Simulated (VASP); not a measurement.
# CsCaH3 (P4/mmm) in VASP: notebook, part 2 of 2

VASP 6.6.1. Earlier steps stand in the parts before.

## Step 3: Single point, LDA (strain +0.0300 x Voigt [1, 0, 0, 0, 0, 0])

INCAR

```
  ALGO = Normal
  EDIFF = 1E-7
  ENCUT = 520
  ISIF = 2
  ISMEAR = 0
  LASPH = T
  LCHARG = F
  LREAL = F
  LWAVE = F
  NBANDS = 19
  NELM = 60
  PREC = Accurate
  SIGMA = 0.05
```

KPOINTS

```
k-points
0
Gamma
  6 6 6
```

POSCAR

```
CsCaH3
1.0
    4.7598215800      0.0000000000      0.0000000000
    0.0000000000      4.6211860000      0.0000000000
    0.0000000000      0.0000000000      4.6211860000
Cs Ca H
1 1 3
Direct
    0.0000000000      0.0000000000      0.0000000000
    0.5000000000      0.5000000000      0.5000000000
    0.5000000000      0.0000000000      0.5000000000
    0.0000000000      0.5000000000      0.5000000000
    0.5000000000      0.5000000000      0.0000000000
```

Potentials or basis: VASP PAW LDA potentials, release 64 (Cs_sv, Ca_sv, H).

Launch:

```console
$ cat potpaw_LDA.64/Cs_sv/POTCAR potpaw_LDA.64/Ca_sv/POTCAR potpaw_LDA.64/H/POTCAR > POTCAR
$ mpirun -np 1 vasp_std > vasp.out
```

OUTCAR:

```text
EDIFF = 1E-7
   ENCUT = 520
   ISIF = 2
   ISMEAR = 0
   LASPH = T
   LREAL = F
   NELM = 60
   PREC = Accurate

 ion  position               nearest neighbor table
   1  0.000  0.000  0.000-
   2  0.500  0.500  0.500-
   3  0.500  0.000  0.500-
   4  0.000  0.500  0.500-
   5  0.500  0.500  0.000-

  LATTYP: Found a simple tetragonal cell.
 ALAT       =     4.6211860000
 C/A-ratio  =     1.0300000000

  Lattice vectors:

 A1 = (   0.0000000000,   4.6211860000,   0.0000000000)
 A2 = (   0.0000000000,   0.0000000000,   4.6211860000)
 A3 = (   4.7598215800,   0.0000000000,   0.0000000000)

Analysis of symmetry for initial positions (statically):
=====================================================================
 Subroutine PRICEL returns:
 Original cell was already a primitive cell.

 Routine SETGRP: Setting up the symmetry group for a
 simple tetragonal supercell.

 Subroutine GETGRP returns: Found 16 space group operations
[... 170 lines left out ...]
  energy without entropy =      -15.83517142  energy(sigma->0) =      -15.83517142

 E-fermi :  -0.3719     XC(G=0):  -8.2805

 val. band max:       -0.6329908647   @ k =   0.5000   0.5000   0.0000
 cond. band min:       2.1436902702   @ k =   0.0000   0.5000   0.5000
 fundamental gap:      2.7766811349
 Fermi energy:        -0.3719494737

 k-point     1 :       0.0000    0.0000    0.0000
  band No.  band energies     occupation
      1     -39.2848      2.00000
      2     -20.8111      2.00000
      3     -20.5969      2.00000
      4     -20.5805      2.00000
      5     -20.5805      2.00000
      6      -7.5709      2.00000
[... 505 lines left out ...]
      6      -7.8839      2.00000
[... 11 lines left out ...]
     18       6.4576      0.00000
     19       7.2077      0.00000

 [... further k-points ...]

------------------------ aborting loop because EDIFF is reached ----------------------------------------

  FORCE on cell =-STRESS in cart. coord.  units (eV):
  Direction    XX          YY          ZZ          XY          YZ          ZX
  --------------------------------------------------------------------------------------
  -------------------------------------------------------------------------------------
  Total       -2.2043123     -1.5989725     -1.5989725      0.0000000      0.0000000      0.0000000
  in kB      -34.7445054    -25.2031017    -25.2031017      0.0000000      0.0000000      0.0000000
  external PRESSURE =     -28.3835696 kB  Pullay stress =       0.0000000 kB

 VOLUME and BASIS-vectors are now :
 -----------------------------------------------------------------------------
  energy-cutoff  :      520.00
  volume of cell :      101.65
      direct lattice vectors                 reciprocal lattice vectors
     4.759821580  0.000000000  0.000000000     0.210091909  0.000000000  0.000000000
     0.000000000  4.621186000  0.000000000     0.000000000  0.216394666  0.000000000
     0.000000000  0.000000000  4.621186000     0.000000000  0.000000000  0.216394666

 POSITION                                       TOTAL-FORCE (eV/Angst)
 -----------------------------------------------------------------------------------
      0.00000      0.00000      0.00000         0.000000      0.000000      0.000000
      2.37991      2.31059      2.31059         0.000000      0.000000      0.000000
      2.37991      0.00000      2.31059         0.000000      0.000000      0.000000
      0.00000      2.31059      2.31059         0.000000      0.000000      0.000000
      2.37991      2.31059      0.00000         0.000000      0.000000      0.000000
 -----------------------------------------------------------------------------------
    total drift:                                0.000000      0.000000      0.000000

  FREE ENERGIE OF THE ION-ELECTRON SYSTEM (eV)
  ---------------------------------------------------
  free  energy   TOTEN  =       -15.8351714199 eV

  energy  without entropy=      -15.8351714199  energy(sigma->0) =      -15.83517142
```

OSZICAR:

```text
N       E                     dE             d eps       ncg     rms          rms(c)
DAV:   1     0.141886620664E+03    0.14189E+03   -0.10117E+04  1520   0.102E+03
DAV:   2    -0.704863321802E+01   -0.14894E+03   -0.14520E+03  1914   0.243E+02
DAV:   3    -0.168924808900E+02   -0.98438E+01   -0.98114E+01  2570   0.550E+01
DAV:   4    -0.173453753774E+02   -0.45289E+00   -0.45247E+00  2213   0.821E+00
DAV:   5    -0.173557465255E+02   -0.10371E-01   -0.10371E-01  2151   0.102E+00    0.651E+00
DAV:   6    -0.161692251185E+02    0.11865E+01   -0.11447E+00  1664   0.406E+00    0.318E+00
DAV:   7    -0.158324525498E+02    0.33677E+00   -0.15068E+00  1738   0.417E+00    0.762E-01
DAV:   8    -0.158412221842E+02   -0.87696E-02   -0.14840E-01  1857   0.185E+00    0.364E-01
DAV:   9    -0.158351805141E+02    0.60417E-02   -0.16068E-02  1961   0.549E-01    0.626E-02
DAV:  10    -0.158351775420E+02    0.29721E-05   -0.17857E-03  2094   0.223E-01    0.270E-02
DAV:  11    -0.158351799131E+02   -0.23711E-05   -0.44703E-05  2002   0.354E-02    0.230E-02
DAV:  12    -0.158351805458E+02   -0.63268E-06   -0.56132E-05  1971   0.544E-02    0.194E-02
DAV:  13    -0.158351712681E+02    0.92776E-05   -0.38366E-05  1885   0.288E-02    0.580E-03
DAV:  14    -0.158351713947E+02   -0.12652E-06   -0.20356E-06  1787   0.682E-03    0.369E-03
DAV:  15    -0.158351714199E+02   -0.25207E-07   -0.67940E-07  1975   0.617E-03
   1 F= -.15835171E+02 E0= -.15835171E+02  d E =-.379674E-15
```

stdout:

```text
POSCAR found type information on POSCAR CsCaH
 POSCAR found :  3 types and       5 ions
 scaLAPACK will be used
 LDA part: xc-table for (Slater(with rela. corr.)+CA(PZ))
 , standard interpolation
 POSCAR, INCAR and KPOINTS ok, starting setup
 FFT: planning ... GRIDC
 FFT: planning ... GRID_SOFT
 FFT: planning ... GRID
 WAVECAR not read
 entering main loop
```

Run time: 28 s. Hardware: 1 thread of Intel Xeon 6975P-C (Granite Rapids), shared host; peak memory 0.22 GiB.

What came out:

```
Free energy            : -15.8352 eV
Pressure               : -2.8 GPa
Band gap on the k mesh : 2.78 eV (least direct gap 2.80 eV)
```

Stress tensor (GPa, compression positive):
```
-3.47  0.00  0.00
 0.00 -2.52  0.00
 0.00  0.00 -2.52
```

Caveat: the cell differs from its parent crystal (strain +0.0300 x Voigt [1, 0, 0, 0, 0, 0]); spin-orbit coupling is left out, which moves the levels of the heavy elements. A k mesh can miss the band edges.

## Step 4: Single point, LDA (strain +0.0450 x Voigt [1, 0, 0, 0, 0, 0])

INCAR

```
SYSTEM = CsCaH3
  PREC = Accurate
  ENCUT = 520
  EDIFF = 1E-6
  ISMEAR = 0
  SIGMA = 0.05
  LREAL = .FALSE.
  LASPH = .TRUE.
  NELM = 100
  ALGO = Normal
  ISIF = 2
  LWAVE = .FALSE.
  LCHARG = .FALSE.
  NBANDS = 19
```

KPOINTS

```
Automatic mesh
0
G
  6 6 6
  0 0 0
```

Edit POSCAR of step 3 so:

```diff
@@ -2,3 +2,3 @@
 1.0
-    4.7598215800      0.0000000000      0.0000000000
+    4.8291393700      0.0000000000      0.0000000000
     0.0000000000      4.6211860000      0.0000000000
```

Launch:

```console
$ cat potpaw_LDA.64/Cs_sv/POTCAR potpaw_LDA.64/Ca_sv/POTCAR potpaw_LDA.64/H/POTCAR > POTCAR
$ mpirun -np 1 vasp_std > vasp.out
```

Wall time 27 s (1 thread of Intel Xeon 6975P-C (Granite Rapids), shared host); peak memory 0.22 GiB.

Results (log left out):

```
Free energy            : -15.8016 eV
Pressure               : -3.0 GPa
Band gap on the k mesh : 2.77 eV (least direct gap 2.80 eV)
```

Stress tensor (GPa, compression positive):
```
-3.93  0.00  0.00
 0.00 -2.60  0.00
 0.00  0.00 -2.60
```

Levels at points of the mesh, in eV from the valence-band top:
| k point | band 9 | band 10 | band 11 | band 12 | band 13 | band 14 |
| --- | --- | --- | --- | --- | --- | --- |
| (0.00, 0.00, 0.00) | -2.75 | -0.63 | -0.62 | 5.21 | 5.21 | 5.38 |
| (0.50, 0.00, 0.00) | -1.40 | -0.91 | -0.40 | 4.65 | 5.13 | 5.13 |
| (0.00, 0.50, 0.00) | -1.24 | -0.86 | -0.32 | 4.68 | 4.95 | 5.02 |
| (0.50, 0.50, 0.00) | -1.49 | -0.09 | 0.00 | 2.80 | 4.27 | 4.28 |
| (0.00, 0.50, 0.50) | -1.35 | -0.07 | -0.07 | 2.77 | 4.03 | 4.03 |
| (0.50, 0.50, 0.50) | -0.62 | -0.58 | -0.58 | 4.23 | 4.39 | 4.39 |

Caveat: the cell differs from its parent crystal (strain +0.0450 x Voigt [1, 0, 0, 0, 0, 0]); the cell stands under tension; spin-orbit coupling is left out, which moves the levels of the heavy elements.

## Step 5: Overview

| cell | gap on the mesh (eV) | pressure (GPa) |
| --- | --- | --- |
| a = 4.691, b = 4.621, c = 4.621 Å, 5 atoms | 2.79 | -2.6 |
| a = 4.760, b = 4.621, c = 4.621 Å, 5 atoms | 2.78 | -2.8 |
| a = 4.829, b = 4.621, c = 4.621 Å, 5 atoms | 2.77 | -3.0 |

Alike in all rows: task single point; level LDA; potentials or basis VASP PAW LDA potentials, release 64 (Cs_sv, Ca_sv, H); no spin polarisation; k mesh 6 × 6 × 6; cutoff (eV) 520; smearing gaussian 0.05 eV.

Caveats: spin-orbit coupling is left out, which moves the levels of the heavy elements; the cell stands under tension (at least some runs).

Absolute energies hang on the potentials; compare differences alone.
